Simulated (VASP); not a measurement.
# Cd (P6_3/mmc) in VASP: relaxation of cell and atoms with LDA

Aim: the relaxation of cell and atoms of Cd with LDA.

All numbers are computed with VASP 6.6.1; they aren't measurements. Logs are shortened: lines on timing, memory, paths and dates and some standing lists are left out, and cuts for length are marked.

### Step 1. The cell of the first run

It takes space group P6_3/mmc (No. 194, hexagonal). The conventional cell has a = 2.979 Å, b = 2.979 Å, c = 5.618 Å, α = 90.00°, β = 90.00°, γ = 120.00°. Cd (site symmetry -6m2) has 12 Cd at 2.98 to 3.29 Å within 3.9 Å.

### Step 2. Relaxation of cell and atoms, LDA

INCAR

```
ALGO     = Normal         # electronic algorithm
EDIFF    = 1E-7           # SCF threshold, eV
EDIFFG   = -0.03          # ionic threshold
ENCUT    = 630            # plane-wave cutoff, eV
GGA_COMPAT= False        
IBRION   = 2              # ionic algorithm
ISIF     = 3              # what is computed and relaxed
ISMEAR   = 0              # smearing method
LASPH    = True           # aspherical terms in the spheres
LCHARG   = False          # write CHGCAR
LREAL    = False          # projectors in reciprocal space
LWAVE    = False          # write WAVECAR
NELM     = 120            # most SCF steps
NELMIN   = 4            
NSW      = 80             # ionic steps
PREC     = Accurate       # precision mode
SIGMA    = 0.02           # smearing width, eV
```

KPOINTS

```
k-points
0
Gamma
  8 8 4
```

POSCAR

```
Cd
1.0
    2.9788700000      0.0000000000      0.0000000000
   -1.4894350000      2.5797770000      0.0000000000
    0.0000000000      0.0000000000      5.6176500000
Cd
2
Direct
    0.3333333333      0.6666666667      0.2500000000
    0.6666666667      0.3333333333      0.7500000000
```

Potentials or basis: VASP PAW LDA potentials, release 64 (Cd_sv_GW).

The run is started by

```bash
> cat potpaw_LDA.64/Cd_sv_GW/POTCAR > POTCAR
> mpirun -np 1 vasp_std > vasp.out
```

OUTCAR:

```text
EDIFF = 1E-7
   EDIFFG = -0.03
   ENCUT = 630
   IBRION = 2
   ISIF = 3
   ISMEAR = 0
   LASPH = True
   LREAL = False
   NELM = 120
   NELMIN = 4
   NSW = 80
   PREC = Accurate

 ion  position               nearest neighbor table
   1  0.333  0.667  0.250-
   2  0.667  0.333  0.750-

  LATTYP: Found a hexagonal cell.
 ALAT       =     2.9788700000
 C/A-ratio  =     1.8858325472

  Lattice vectors:

 A1 = (   2.9788700000,   0.0000000000,   0.0000000000)
 A2 = (  -1.4894350000,   2.5797770000,   0.0000000000)
 A3 = (   0.0000000000,   0.0000000000,   5.6176500000)

Analysis of symmetry for initial positions (statically):
=====================================================================
 Subroutine PRICEL returns:
 Original cell was already a primitive cell.

 Routine SETGRP: Setting up the symmetry group for a
 hexagonal supercell.

 Subroutine GETGRP returns: Found 24 space group operations
 (whereof 12 operations were pure point group operations)
 out of a pool of 24 trial point group operations.

The static configuration has the point symmetry D_3d.
 The point group associated with its full space group is D_6h.

Analysis of symmetry for dynamics (positions and initial velocities):
=====================================================================
 Subroutine PRICEL returns:
 Original cell was already a primitive cell.

 Routine SETGRP: Setting up the symmetry group for a
 hexagonal supercell.

 Subroutine GETGRP returns: Found 24 space group operations
 (whereof 12 operations were pure point group operations)
 out of a pool of 24 trial point group operations.

The dynamic configuration has the point symmetry D_3d.
 The point group associated with its full space group is D_6h.

 Subroutine INISYM returns: Found 24 space group operations
 (whereof 12 operations are pure point group operations),
 and found     1 'primitive' translations

----------------------------------------------------------------------------------------

                                     Primitive cell

  volume of cell :      43.1706

  direct lattice vectors                    reciprocal lattice vectors
     2.978870000  0.000000000  0.000000000     0.335697765  0.193815202  0.000000000
    -1.489435000  2.579777000  0.000000000     0.000000000  0.387630404  0.000000000
     0.000000000  0.000000000  5.617650000     0.000000000  0.000000000  0.178010378

  length of vectors
     2.978870000  2.978869918  5.617650000     0.387630393  0.387630404  0.178010378

[... 85 lines left out ...]
   NFREE  =      1    steps in history (QN), initial steepest desc. (CG)
   ISIF   =      3    stress and relaxation
   ISYM   =      2    0-nonsym 1-usesym 2-fastsym
   POTIM  = 0.5000    time-step for ionic-motion
   TEBEG  =    0.0;   TEEND  =   0.0 temperature during run
   PSTRESS=    0.0 pullay stress
   NELECT =      40.0000    total number of electrons
   NUPDOWN=      -1.0000    fix difference up-down
   EMIN   =  10.00;   EMAX   =-10.00  energy-range for DOS
   EFERMI =   0.00;   METHOD = LEGACY
   ISMEAR =     0;   SIGMA  =   0.02  broadening in eV -4-tet -1-fermi 0-gaus
   EFERMI_NEDOS =   21; number of points for ismear=-14 and -15
   IALGO  =     38    algorithm
   IMIX   =      4    mixing-type and parameters
     AMIX     =   0.40;   BMIX     =  1.00
     AMIX_MAG =   1.60;   BMIX_MAG =  1.00
  volume/ion in A,a.u.               =      21.59       145.66
  Fermi-wavevector in a.u.,A,eV,Ry     =   1.595997  3.015997 34.656841  2.547206
  Thomas-Fermi vector in A             =   2.693828
   LORBIT       =      0    0 simple, 1 ext, 2 COOP (PROOUT), +10 PAW based schemes
   GGA     = CA    functional components
   LHFCALC =     F    Hartree Fock is set to
   AEXX    =    0.0000 exact exchange contribution
   IVDW    =     0    specifies the selected vdW correction
   LEPSILON=     F    determine dielectric tensor
   LRPA    =     F    only Hartree local field effects (RPA)
 conjugate gradient relaxation of ions
 non-spin polarized calculation
 Gauss-broadening in eV      SIGMA  =   0.02
  energy-cutoff  :      630.00
  volume of cell :       43.17
 maximum number of plane-waves:      1572
   NGX = 13   NGY = 13   NGZ = 23

--------------------------------------- Ionic step        1  -------------------------------------------

 number of electron      39.9999998 magnetization

 Free energy of the ion-electron system (eV)
  ---------------------------------------------------
  ext. energy  EPLUGINS =         0.00000000
  ---------------------------------------------------
  free energy    TOTEN  =        -3.00131060 eV

  energy without entropy =       -3.00110734  energy(sigma->0) =       -3.00120897

------------------------ aborting loop because EDIFF is reached ----------------------------------------

  FORCE on cell =-STRESS in cart. coord.  units (eV):
  Direction    XX          YY          ZZ          XY          YZ          ZX
  --------------------------------------------------------------------------------------
  -------------------------------------------------------------------------------------
  Total       -0.9892622     -0.9892621     -1.5402306      0.0000000     -0.0000000      0.0000000
  in kB      -36.7141600    -36.7141573    -57.1620687      0.0000000     -0.0000000      0.0000000
  external PRESSURE =     -43.5301287 kB  Pullay stress =       0.0000000 kB
[... 275 lines left out ...]
--------------------------------------- Ionic step        9  -------------------------------------------

 number of electron      39.9999989 magnetization

 Free energy of the ion-electron system (eV)
  ---------------------------------------------------
  ext. energy  EPLUGINS =         0.00000000
  ---------------------------------------------------
  free energy    TOTEN  =        -3.06481538 eV

  energy without entropy =       -3.06429804  energy(sigma->0) =       -3.06455671

 E-fermi :   6.9780     XC(G=0): -12.1601

 val. band max:        6.7755897111   @ k =   0.2500   0.1250   0.0000
 cond. band min:       6.9809960379   @ k =   0.3750   0.2500   0.5000
 fundamental gap:      0.2054063269
 Fermi energy:         6.9780201311

 k-point     1 :       0.0000    0.0000    0.0000
  band No.  band energies     occupation
      1     -95.4922      2.00000
      2     -95.4893      2.00000
      3     -56.8836      2.00000
      4     -56.8437      2.00000
      5     -56.8283      2.00000
      6     -56.8283      2.00000
[... 637 lines left out ...]
     23      15.1579      0.00000
     24      15.1579      0.00000

 [... further k-points ...]
[... 5 lines left out ...]
  --------------------------------------------------------------------------------------
  -------------------------------------------------------------------------------------
  Total       -0.0506753     -0.0506753     -0.0469559      0.0000000      0.0000000      0.0000000
  in kB       -2.0438375     -2.0438373     -1.8938253      0.0000000      0.0000000      0.0000000
  external PRESSURE =      -1.9938334 kB  Pullay stress =       0.0000000 kB
[... 17 lines left out ...]
  FREE ENERGIE OF THE ION-ELECTRON SYSTEM (eV)
  ---------------------------------------------------
  free  energy   TOTEN  =        -3.0648153844 eV

  energy  without entropy=       -3.0642980385  energy(sigma->0) =       -3.06455671

 reached required accuracy - stopping structural energy minimisation
```

Wall time 94 s (1 thread of Intel Xeon 6975P-C (Granite Rapids), shared host); peak memory 0.19 GiB.

What came out:

```yaml
Free_energy: -3.0648 eV
Relaxed_volume: 19.86 Å³/atom
Relaxed_cell: a = 2.962 Å, b = 2.962 Å, c = 5.230 Å, α = 90.00°, β = 90.00°, γ = 120.00°
Space_group_after_relaxing_to_0.1_Å: P6_3/mmc (No. 194)
Energy_gained_by_relaxing: 31.8 meV/atom
Ionic_steps: 9
Pressure_after_relaxing: -0.2 GPa
Band_gap_on_the_k_mesh: zero (bands 20 and 21 overlap by 3.72 eV)
```

The path:
```csv
step,energy change (eV),largest force (eV/Å),pressure (GPa),volume (Å³)
1,0.0000,0.0000,-4.35,43.17
2,-0.0474,0.0000,1.10,39.61
3,-0.0482,0.0000,0.36,40.01
4,-0.0552,0.0000,0.12,39.92
5,-0.0600,0.0000,-0.16,39.83
6,-0.0617,0.0000,-0.34,39.64
7,-0.0622,0.0000,-0.19,39.65
8,-0.0634,0.0000,-0.19,39.74
9,-0.0635,0.0000,-0.20,39.72
```

Final structure:
```yaml
crystal:
  lattice:
    - [2.96162, 0.00000, 0.00000]
    - [-1.48081, 2.56484, 0.00000]
    - [0.00000, 0.00000, 5.22963]
  atoms:
    - { symbol: Cd, position: [0.33333, 0.66667, 0.25000] }
    - { symbol: Cd, position: [0.66667, 0.33333, 0.75000] }
```

LDA usually gives volumes a few per cent too small. Zero-point motion and thermal expansion aren't in these numbers.

The gap in the log of VASP goes by the Fermi energy; the results here count the filled bands.